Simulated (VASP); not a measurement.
# SiW9 in VASP: single point with PBE

Aim: the single point of SiW9 with PBE.

All numbers are computed with VASP 6.6.1; they aren't measurements. Logs are shortened: lines on timing, memory, paths and dates and some standing lists are left out, and cuts for length are marked.

## (1) The cell of the first run

The cell holds a slab with vacuum, 10 atoms: a = 4.518 Å, b = 4.518 Å, c = 27.118 Å, α = 90.00°, β = 90.00°, γ = 120.00°.

## (2) Single point, PBE

INCAR reads:

```
PREC = Accurate
ENCUT = 520
EDIFF = 1E-6
ISMEAR = 0
SIGMA = 0.1
LREAL = F
LASPH = T
NELM = 100
ALGO = Fast
ISIF = 2
LWAVE = F
LCHARG = T
LDIPOL = T
IDIPOL = 3
DIPOL = 0.5 0.5 0.470
GGA = PE
LELF = T
LVHAR = T
LVACPOTAV = T
NBANDS = 76
```

KPOINTS reads:

```
Automatic mesh
0
Gamma
  15 15 1
```

POSCAR reads:

```
SiW9
1.0
    4.5178466500      0.0000000000      0.0000000000
   -2.2589233200      3.9125699700      0.0000000000
    0.0000000000      0.0000000000     27.1176125736
W Si
9 1
Direct
    0.6666666663      0.3333333329      0.3134494225
    0.3333333329      0.6666666666      0.3474569013
    0.0000000000      0.0000000000      0.3814643707
    0.6666666663      0.3333333329      0.4154718496
    0.3333333329      0.6666666666      0.4486656801
    0.0000000000      0.0000000000      0.4810557742
    0.6666666663      0.3333333329      0.5182917934
    0.3333333329      0.6666666666      0.5506022655
    0.0000000000      0.0000000000      0.5753813022
    0.0000000000      0.0000000000      0.6660400016
```

Potentials or basis: VASP PAW PBE potentials, release 64 (W_sv, Si).

Command:

```sh
> cat potpaw_PBE.64/W_sv/POTCAR potpaw_PBE.64/Si/POTCAR > POTCAR
> mpirun -np 1 vasp_std > vasp.out
```

OUTCAR:

```text
PREC = Accurate
   ENCUT = 520
   EDIFF = 1E-6
   ISMEAR = 0
   LREAL = F
   LASPH = T
   NELM = 100
   ISIF = 2
   GGA = PE

 ion  position               nearest neighbor table
   1  0.667  0.333  0.313-   4 2.77   2 2.77   2 2.77   2 2.77   3 3.19   3 3.19   3 3.19
   2  0.333  0.667  0.347-   5 2.74   3 2.77   3 2.77   3 2.77   1 2.77   1 2.77   1 2.77   4 3.19
                             4 3.19   4 3.19
   3  0.000  0.000  0.381-   6 2.70   2 2.77   2 2.77   2 2.77   4 2.77   4 2.77   4 2.77   5 3.18
                             5 3.18   5 3.18   1 3.19   1 3.19   1 3.19
   4  0.667  0.333  0.415-   5 2.76   5 2.76   5 2.76   1 2.77   3 2.77   3 2.77   3 2.77   7 2.79
                             6 3.16   6 3.16   6 3.16   2 3.19   2 3.19   2 3.19
   5  0.333  0.667  0.449-   2 2.74   6 2.75   6 2.75   6 2.75   4 2.76   4 2.76   4 2.76   8 2.76
                             3 3.18   3 3.18   3 3.18   7 3.22   7 3.22   7 3.22
   6  0.000  0.000  0.481-   9 2.56   3 2.70   5 2.75   5 2.75   5 2.75   7 2.80   7 2.80   7 2.80
                             4 3.16   4 3.16   4 3.16   8 3.22   8 3.22   8 3.22
   7  0.667  0.333  0.518-   8 2.75   8 2.75   8 2.75   4 2.79   6 2.80   6 2.80   6 2.80   9 3.03
                             9 3.03   9 3.03   5 3.22   5 3.22   5 3.22
   8  0.333  0.667  0.551-   9 2.69   9 2.69   9 2.69   7 2.75   7 2.75   7 2.75   5 2.76   6 3.22
                             6 3.22   6 3.22
   9  0.000  0.000  0.575-  10 2.46   6 2.56   8 2.69   8 2.69   8 2.69   7 3.03   7 3.03   7 3.03

  10  0.000  0.000  0.666-   9 2.46

  LATTYP: Found a hexagonal cell.
 ALAT       =     4.5178466500
 C/A-ratio  =     6.0023313482

  Lattice vectors:

 A1 = (   4.5178466500,   0.0000000000,   0.0000000000)
 A2 = (  -2.2589233200,   3.9125699700,   0.0000000000)
 A3 = (   0.0000000000,   0.0000000000,  27.1176125736)

Analysis of symmetry for initial positions (statically):
=====================================================================
 Subroutine PRICEL returns:
 Original cell was already a primitive cell.

 Routine SETGRP: Setting up the symmetry group for a
 hexagonal supercell.

 Subroutine GETGRP returns: Found  6 space group operations
 (whereof  6 operations were pure point group operations)
 out of a pool of 24 trial point group operations.

The static configuration has the point symmetry C_3v.

Analysis of symmetry for dynamics (positions and initial velocities):
=====================================================================
 Subroutine PRICEL returns:
 Original cell was already a primitive cell.

 Routine SETGRP: Setting up the symmetry group for a
 hexagonal supercell.
[... 133 lines left out ...]
   NUPDOWN=      -1.0000    fix difference up-down
   EMIN   =  10.00;   EMAX   =-10.00  energy-range for DOS
   EFERMI =   0.00;   METHOD = LEGACY
   ISMEAR =     0;   SIGMA  =   0.10  broadening in eV -4-tet -1-fermi 0-gaus
   EFERMI_NEDOS =   21; number of points for ismear=-14 and -15
   IALGO  =     68    algorithm
   IMIX   =      4    mixing-type and parameters
     AMIX     =   0.40;   BMIX     =  1.00
     AMIX_MAG =   1.60;   BMIX_MAG =  1.00
  volume/ion in A,a.u.               =      47.93       323.48
  Fermi-wavevector in a.u.,A,eV,Ry     =   1.059679  2.002503 15.278244  1.122919
  Thomas-Fermi vector in A             =   2.195033
   LORBIT       =      0    0 simple, 1 ext, 2 COOP (PROOUT), +10 PAW based schemes
   GGA     = PE    functional components
   LHFCALC =     F    Hartree Fock is set to
   AEXX    =    0.0000 exact exchange contribution
   IVDW    =     0    specifies the selected vdW correction
   LEPSILON=     F    determine dielectric tensor
   LRPA    =     F    only Hartree local field effects (RPA)
 non-spin polarized calculation
 RMM-DIIS sequential band-by-band and
 Gauss-broadening in eV      SIGMA  =   0.10
  energy-cutoff  :      520.00
  volume of cell :      479.34
 maximum number of plane-waves:     12981
 NGX is ok and might be reduce to    36
   NGX = 17   NGY = 17   NGZ =101

 dipolmoment           0.000000      0.000000     -0.035716 electrons x Angstroem

 number of electron     129.9999978 magnetization

 dipolmoment           0.000000      0.000000      0.109446 electrons x Angstroem

 Free energy of the ion-electron system (eV)
  ---------------------------------------------------
  ext. energy  EPLUGINS =         0.00000000
  ---------------------------------------------------
  free energy    TOTEN  =      -111.87959151 eV

  energy without entropy =     -111.83963744  energy(sigma->0) =     -111.85961448

 E-fermi :   0.6566     XC(G=0):  -5.5519

 val. band max:        0.6389167302   @ k =   0.3333   0.2667   0.0000
 cond. band min:       0.6612791821   @ k =   0.3333   0.2000   0.0000
 fundamental gap:      0.0223624520
 Fermi energy:         0.6566338875

 k-point     1 :       0.0000    0.0000    0.0000
  band No.  band energies     occupation
      1     -73.4338      2.00000
      2     -73.3872      2.00000
      3     -73.3687      2.00000
      4     -73.3070      2.00000
      5     -73.2797      2.00000
      6     -73.2085      2.00000
[... 1885 lines left out ...]
     75       2.4456      0.00000
     76       2.6012      0.00000

 [... further k-points ...]
[... 5 lines left out ...]
  --------------------------------------------------------------------------------------
  -------------------------------------------------------------------------------------
  Total      -11.2596109    -11.2596109     -5.7648664     -0.0000000      0.0000000     -0.0000000
  in kB      -37.6347392    -37.6347392    -19.2688048     -0.0000000      0.0000000     -0.0000000
  external PRESSURE =     -31.5127610 kB  Pullay stress =       0.0000000 kB

 VOLUME and BASIS-vectors are now :
 -----------------------------------------------------------------------------
  energy-cutoff  :      520.00
  volume of cell :      479.34
      direct lattice vectors                 reciprocal lattice vectors
     4.517846650  0.000000000  0.000000000     0.221344388  0.127793241  0.000000000
    -2.258923320  3.912569970  0.000000000     0.000000000  0.255586483  0.000000000
     0.000000000  0.000000000 27.117612574     0.000000000  0.000000000  0.036876403

 POSITION                                       TOTAL-FORCE (eV/Angst)
 -----------------------------------------------------------------------------------
      2.25892      1.30419      8.50000         0.000000      0.000000      2.629387
      0.00000      2.60838      9.42220        -0.000000     -0.000000     -0.100298
      0.00000      0.00000     10.34440         0.000000      0.000000     -1.080283
      2.25892      1.30419     11.26660         0.000000      0.000000     -1.562012
      0.00000      2.60838     12.16674        -0.000000      0.000000      0.008628
      0.00000      0.00000     13.04508        -0.000000      0.000000     -0.005597
      2.25892      1.30419     14.05484         0.000000      0.000000      0.015500
      0.00000      2.60838     14.93102        -0.000000      0.000000      0.035090
      0.00000      0.00000     15.60297        -0.000000      0.000000      0.058500
      0.00000      0.00000     18.06141         0.000000      0.000000      0.001085
 -----------------------------------------------------------------------------------
    total drift:                                0.000008      0.000006     -0.001259

  FREE ENERGIE OF THE ION-ELECTRON SYSTEM (eV)
  ---------------------------------------------------
  free  energy   TOTEN  =      -111.8795915070 eV

  energy  without entropy=     -111.8396374433  energy(sigma->0) =     -111.85961448

 vacuum level on the upper side and lower side of the slab         5.775         4.654
```

stdout:

```text
POSCAR found type information on POSCAR W Si
 POSCAR found :  2 types and      10 ions
 scaLAPACK will be used
 LDA part: xc-table for (Slater+PW92), standard interpolation
 POSCAR, INCAR and KPOINTS ok, starting setup
 FFT: planning ... GRIDC
 FFT: planning ... GRID_SOFT
 FFT: planning ... GRID
 WAVECAR not read
 entering main loop
 -----------------------------------------------------------------------------
|                                                                             |
|           W    W    AA    RRRRR   N    N  II  N    N   GGGG   !!!           |
|           W    W   A  A   R    R  NN   N  II  NN   N  G    G  !!!           |
|           W    W  A    A  R    R  N N  N  II  N N  N  G       !!!           |
|           W WW W  AAAAAA  RRRRR   N  N N  II  N  N N  G  GGG   !            |
|           WW  WW  A    A  R   R   N   NN  II  N   NN  G    G                |
|           W    W  A    A  R    R  N    N  II  N    N   GGGG   !!!           |
|                                                                             |
|     Did not find any points to average over, which means that no vacuum     |
|     field-free region was found. Please increase the size of  your cell     |
|     in the dimension of the dipole correction to obtain accurate            |
|     workfunction values.                                                    |
|                                                                             |
 -----------------------------------------------------------------------------
```

It took 55 min on 1 thread of Oxide Virtual Turin-like, shared host; peak memory 0.98 GiB.

Results:

| Quantity | Value |
| --- | --- |
| Free energy | -111.8796 eV |
| Largest force | 2.629 eV/Å |
| Band gap on the k mesh | zero (bands 65 and 66 overlap by 0.29 eV) |

Forces in eV/Å, atoms in the order of the input:
```
W    0.000  0.000  2.629
W    0.000  0.000 -0.100
W    0.000  0.000 -1.080
W    0.000  0.000 -1.562
W    0.000  0.000  0.009
W    0.000  0.000 -0.006
W    0.000  0.000  0.015
W    0.000  0.000  0.035
W    0.000  0.000  0.059
Si   0.000  0.000  0.001
```

Caveat: spin-orbit coupling is left out, which moves the levels of the heavy elements.

The gap in the log of VASP goes by the Fermi energy; the results here count the filled bands.